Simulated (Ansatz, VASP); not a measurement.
One calculation of BiTe, two programs

INCAR

```
SYSTEM = BiTe
PREC = Accurate ; ENCUT = 520
EDIFF = 1E-7 ; ISMEAR = 0
SIGMA = 0.1 ; LREAL = .FALSE.
LASPH = .TRUE. ; NELM = 80
ALGO = Normal ; ISIF = 2
LWAVE = .FALSE. ; LCHARG = .FALSE.
GGA = RP ; NBANDS = 18
```

Contents of KPOINTS:

```
regular mesh
0
G
  7 7 7
  0 0 0
```

The input POSCAR:

```
BiTe
1.0
    4.5749808700      0.0000000000      0.0000000000
    2.2874904350      3.9620496552      0.0000000000
    2.2874904350      1.3206832184      3.7354562382
Bi Te
1 1
Direct
    0.0000000000      0.0000000000      0.0000000000
    0.5000000000      0.5000000000      0.5000000000
```

input.yaml

```yaml
crystal:
  lattice:
    - [4.57498087, 0.0, 0.0]
    - [2.287490435, 3.9620496552, 0.0]
    - [2.287490435, 1.3206832184, 3.7354562382]
  atoms:
    - { symbol: Bi, position: [0.0, 0.0, 0.0] }
    - { symbol: Te, position: [0.5, 0.5, 0.5] }
hamiltonian:
  xc: rpbe
  pseudopotentials: { kind: paw }
kpoints:
  mp_grid: { grid: [7, 7, 7] }
scf:
  occupations: { method: gaussian, width: 0.1 }
output:
  forces: true
  stress: true
  eigenvalues: true
```

Alike in both runs: task single point; functional RPBE; k mesh 7 × 7 × 7; occupations gaussian, width 0.1 eV; no spin polarisation.

```csv
,VASP,Ansatz
version,VASP 6.6.1,Ansatz 0.2.0
potentials or method,"VASP PAW PBE potentials, release 64 (Bi_d, Te)",Ansatz PAW
plane-wave cutoff (eV),520,420
valence electrons in the cell,21,31
```

```csv
,VASP,Ansatz,Ansatz less VASP
gap on the k mesh at the Fermi level (eV),none,none,-
pressure (GPa),2.2,2.2,+0.06
```

VASP's potentials were made for PBE, not for RPBE. A gap of «none» marks a metal or a gap that the smearing closes. VASP's potentials hold 21 valence electrons a cell and Ansatz's 31, so a difference there can come from the potentials and not from the codes.

Spin-orbit coupling is off throughout.
